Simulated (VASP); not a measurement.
A run of VASP 6.6.1:

Contents of INCAR:

```
PREC = Accurate
ENCUT = 520
EDIFF = 1E-7
ISMEAR = -1
SIGMA = 0.05
LREAL = False
LASPH = True
NELM = 100
ALGO = Normal
ISIF = 2
LWAVE = False
LCHARG = True
GGA = PE
LELF = True
LVHAR = True
NBANDS = 20
```

KPOINTS

```
regular mesh
0
Gamma
  9 9 5
```

File POSCAR:

```
Tc
1.0
    2.7516807567      0.0000000000      0.0000000000
   -1.3758403783      2.3830254384      0.0000000000
    0.0000000000      0.0000000000      4.4073234552
Tc
2
Direct
    0.3333333333      0.6666666667      0.2500000000
    0.6666666667      0.3333333333      0.7500000000
```

Potentials or basis: VASP PAW PBE potentials, release 64 (Tc_pv).

Command:

```bash
$ cat potpaw_PBE.64/Tc_pv/POTCAR > POTCAR
$ mpirun -np 1 vasp_std > vasp.out
```

Hardware: 1 thread of Intel(R) Xeon(R) Platinum 8259CL CPU @ 2.50GHz (Skylake/Cascade Lake), on a shared host.

Task: How long does it take, and how much memory?

Result: It took 18 s on 1 thread of Intel(R) Xeon(R) Platinum 8259CL CPU @ 2.50GHz (Skylake/Cascade Lake) (shared host), peak memory 0.15 GiB. Counts: scf iterations 13, k points 36.
